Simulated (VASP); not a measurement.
# ZnS (P6_3mc) in VASP: single point with PBE+D3(BJ)

Aim: the single point of ZnS with PBE+D3(BJ).

Everything below comes from runs of VASP 6.6.1. Logs are shortened: lines on timing, memory, paths and dates and some standing lists are left out, and cuts for length are marked.

**1. The cell of the first run**

Symmetry: P6_3mc, No. 186, hexagonal system. The conventional cell has a = 3.789 Å, b = 3.789 Å, c = 12.213 Å, α = 90.00°, β = 90.00°, γ = 120.00°. Within 3.0 Å of Zn (site symmetry 3m) lie 4 S at 2.29 to 2.32 Å. Within 3.0 Å of Zn (site symmetry 3m) lie 4 S at 2.29 to 2.32 Å. S (site symmetry 3m) has 4 Zn at 2.29 to 2.32 Å within 3.0 Å. Within 3.0 Å of S (site symmetry 3m) lie 4 Zn at 2.29 to 2.32 Å.

**2. Single point, PBE+D3(BJ)**

The input, INCAR:

```
PREC = Accurate
ENCUT = 520
EDIFF = 1E-6
ISMEAR = 0
SIGMA = 0.05
LREAL = False
LASPH = True
NELM = 60
ALGO = Normal
ISIF = 2
LWAVE = False
LCHARG = False
GGA = PE
IVDW = 12
ISYM = 0
NBANDS = 46
```

The input, KPOINTS:

```
Automatic mesh
0
Gamma
  12 12 2
```

The input, POSCAR:

```
ZnS
1.0
    3.7890225917      0.0000000000      0.0000000000
   -1.8945112959      3.2813898200      0.0000000000
    0.0000000000      0.0000000000     12.2125182732
Zn S
4 4
Direct
    0.0000000000      0.0000000000      0.0000503469
    0.0000000000      0.0000000000      0.5000503469
    0.3333333333      0.6666666667      0.2500245137
    0.6666666667      0.3333333333      0.7500245137
    0.0000000000      0.0000000000      0.1872896978
    0.0000000000      0.0000000000      0.6872896978
    0.3333333333      0.6666666667      0.4376354415
    0.6666666667      0.3333333333      0.9376354415
```

Potentials or basis: VASP PAW PBE potentials, release 64 (Zn, S).

Command:

```sh
$ cat potpaw_PBE.64/Zn/POTCAR potpaw_PBE.64/S/POTCAR > POTCAR
$ mpirun -np 1 vasp_std > vasp.out
```

OUTCAR:

```text
PREC = Accurate
   ENCUT = 520
   EDIFF = 1E-6
   ISMEAR = 0
   LREAL = False
   LASPH = True
   NELM = 60
   ISIF = 2
   GGA = PE
   IVDW = 12
   ISYM = 0
 IVDW          = 12

 ion  position               nearest neighbor table
   1  0.000  0.000  0.000-   5 2.29   8 2.32   8 2.32   8 2.32
   2  0.000  0.000  0.500-   6 2.29   7 2.32   7 2.32   7 2.32
   3  0.333  0.667  0.250-   7 2.29   5 2.32   5 2.32   5 2.32
   4  0.667  0.333  0.750-   8 2.29   6 2.32   6 2.32   6 2.32
   5  0.000  0.000  0.187-   1 2.29   3 2.32   3 2.32   3 2.32
   6  0.000  0.000  0.687-   2 2.29   4 2.32   4 2.32   4 2.32
   7  0.333  0.667  0.438-   3 2.29   2 2.32   2 2.32   2 2.32
   8  0.667  0.333  0.938-   4 2.29   1 2.32   1 2.32   1 2.32

IMPORTANT INFORMATION: All symmetrisations will be switched off!
NOSYMM: (Re-)initialisation of all symmetry stuff for point group C_1.

----------------------------------------------------------------------------------------

                                     Primitive cell

  volume of cell :     151.8414

  direct lattice vectors                    reciprocal lattice vectors
     3.789022592  0.000000000  0.000000000     0.263920306  0.152374459  0.000000000
    -1.894511296  3.281389820  0.000000000     0.000000000  0.304748919  0.000000000
     0.000000000  0.000000000 12.212518273     0.000000000  0.000000000  0.081883194

  length of vectors
     3.789022592  3.789022592 12.212518273     0.304748919  0.304748919  0.081883194

  position of ions in fractional coordinates (direct lattice)
     0.000000000  0.000000000  0.000050347
     0.000000000  0.000000000  0.500050347
     0.333333333  0.666666667  0.250024514
     0.666666667  0.333333333  0.750024514
     0.000000000  0.000000000  0.187289698
     0.000000000  0.000000000  0.687289698
     0.333333333  0.666666667  0.437635441
     0.666666667  0.333333333  0.937635441

  ion indices of the primitive-cell ions
   primitive index   ion index
                 1           1
                 2           2
                 3           3
                 4           4
                 5           5
                 6           6
                 7           7
                 8           8

----------------------------------------------------------------------------------------

 KPOINTS: Automatic mesh

Automatic generation of k-mesh.
 Grid dimensions read from file:
 generate k-points for:   12   12    2
[... 68 lines left out ...]
   IBRION =     -1    ionic relax: 0-MD 1-quasi-New 2-CG
   NFREE  =      0    steps in history (QN), initial steepest desc. (CG)
   ISIF   =      2    stress and relaxation
   ISYM   =      0    0-nonsym 1-usesym 2-fastsym
   POTIM  = 0.5000    time-step for ionic-motion
   TEBEG  =    0.0;   TEEND  =   0.0 temperature during run
   PSTRESS=    0.0 pullay stress
   NELECT =      72.0000    total number of electrons
   NUPDOWN=      -1.0000    fix difference up-down
   EMIN   =  10.00;   EMAX   =-10.00  energy-range for DOS
   EFERMI =   0.00;   METHOD = LEGACY
   ISMEAR =     0;   SIGMA  =   0.05  broadening in eV -4-tet -1-fermi 0-gaus
   EFERMI_NEDOS =   21; number of points for ismear=-14 and -15
   IALGO  =     38    algorithm
   IMIX   =      4    mixing-type and parameters
     AMIX     =   0.40;   BMIX     =  1.00
     AMIX_MAG =   1.60;   BMIX_MAG =  1.00
  volume/ion in A,a.u.               =      18.98       128.08
  Fermi-wavevector in a.u.,A,eV,Ry     =   1.276602  2.412428 22.173593  1.629713
  Thomas-Fermi vector in A             =   2.409249
   LORBIT       =      0    0 simple, 1 ext, 2 COOP (PROOUT), +10 PAW based schemes
   GGA     = PE    functional components
   LHFCALC =     F    Hartree Fock is set to
   AEXX    =    0.0000 exact exchange contribution
   IVDW    =    12    specifies the selected vdW correction
   LEPSILON=     F    determine dielectric tensor
   LRPA    =     F    only Hartree local field effects (RPA)
 non-spin polarized calculation
 Gauss-broadening in eV      SIGMA  =   0.05
  energy-cutoff  :      520.00
  volume of cell :      151.84
 maximum number of plane-waves:      4116
   NGX = 15   NGY = 15   NGZ = 45

 number of electron      72.0000014 magnetization

 Free energy of the ion-electron system (eV)
  ---------------------------------------------------
  ext. energy  EPLUGINS =         0.00000000
  ---------------------------------------------------
  free energy    TOTEN  =       -27.23938153 eV

  energy without entropy =      -27.23938153  energy(sigma->0) =      -27.23938153

 E-fermi :   2.6914     XC(G=0):  -9.8094

 val. band max:        2.4774888389   @ k =   0.0000   0.0000   0.0000
 cond. band min:       4.8135371026   @ k =   0.0000   0.0000   0.0000
 fundamental gap:      2.3360482637
 Fermi energy:         2.6914168110

 k-point     1 :       0.0000    0.0000    0.0000
  band No.  band energies     occupation
      1     -10.9475      2.00000
      2     -10.4828      2.00000
      3     -10.4718      2.00000
      4      -9.9085      2.00000
      5      -4.0264      2.00000
      6      -4.0183      2.00000
[... 1165 lines left out ...]
     45       9.2031      0.00000
     46       9.6009      0.00000

 [... further k-points ...]

------------------------ aborting loop because EDIFF is reached ----------------------------------------

 Edisp (eV)   -2.56968

 E8    (eV) :    -1.0113

  FORCE on cell =-STRESS in cart. coord.  units (eV):
  Direction    XX          YY          ZZ          XY          YZ          ZX
  --------------------------------------------------------------------------------------
  -------------------------------------------------------------------------------------
  Total       1.16860     1.16850     3.61927    -0.00009    -0.00000    -0.00000
  in kB      12.33068    12.32962    38.18923    -0.00090    -0.00003    -0.00004
  external pressure =       20.95 kB  Pullay stress =        0.00 kB

 VOLUME and BASIS-vectors are now :
 -----------------------------------------------------------------------------
  energy-cutoff  :      520.00
  volume of cell :      151.84
      direct lattice vectors                 reciprocal lattice vectors
     3.789022592  0.000000000  0.000000000     0.263920306  0.152374459  0.000000000
    -1.894511296  3.281389820  0.000000000     0.000000000  0.304748919  0.000000000
     0.000000000  0.000000000 12.212518273     0.000000000  0.000000000  0.081883194

 POSITION                                       TOTAL-FORCE (eV/Angst)
 -----------------------------------------------------------------------------------
      0.00000      0.00000      0.00061         0.000006     -0.000004     -0.117127
      0.00000      0.00000      6.10687        -0.000007      0.000003     -0.117104
     -0.00000      2.18759      3.05343        -0.000005      0.000003     -0.125509
      1.89451      1.09380      9.15969         0.000005     -0.000004     -0.125511
      0.00000      0.00000      2.28728        -0.000010      0.000006      0.115598
      0.00000      0.00000      8.39354         0.000010     -0.000004      0.115535
     -0.00000      2.18759      5.34463         0.000009     -0.000006      0.127089
      1.89451      1.09380     11.45089        -0.000009      0.000006      0.127030
 -----------------------------------------------------------------------------------
    total drift:                                0.000000      0.000001      0.001272

  FREE ENERGIE OF THE ION-ELECTRON SYSTEM (eV)
  ---------------------------------------------------
  free  energy   TOTEN  =       -29.8090567767 eV

  energy  without entropy=      -29.8090567767  energy(sigma->0) =      -29.80905678
```

Run time: 20 min. Hardware: 1 thread of Oxide Virtual Turin-like, shared host; peak memory 0.76 GiB.

Results:

```yaml
Free_energy: -29.8091 eV
Pressure: 2.1 GPa
Largest_force: 0.127 eV/Å
Band_gap_on_the_k_mesh: 2.34 eV
Dispersion_energy_per_atom: -0.321 eV
```

Forces on the atoms (eV/Å):
```
Zn   0.000  0.000 -0.117
Zn   0.000  0.000 -0.117
Zn   0.000  0.000 -0.126
Zn   0.000  0.000 -0.126
S    0.000  0.000  0.116
S    0.000  0.000  0.116
S    0.000  0.000  0.127
S    0.000  0.000  0.127
```

Caveat: three body term missing. A k mesh can miss the band edges.
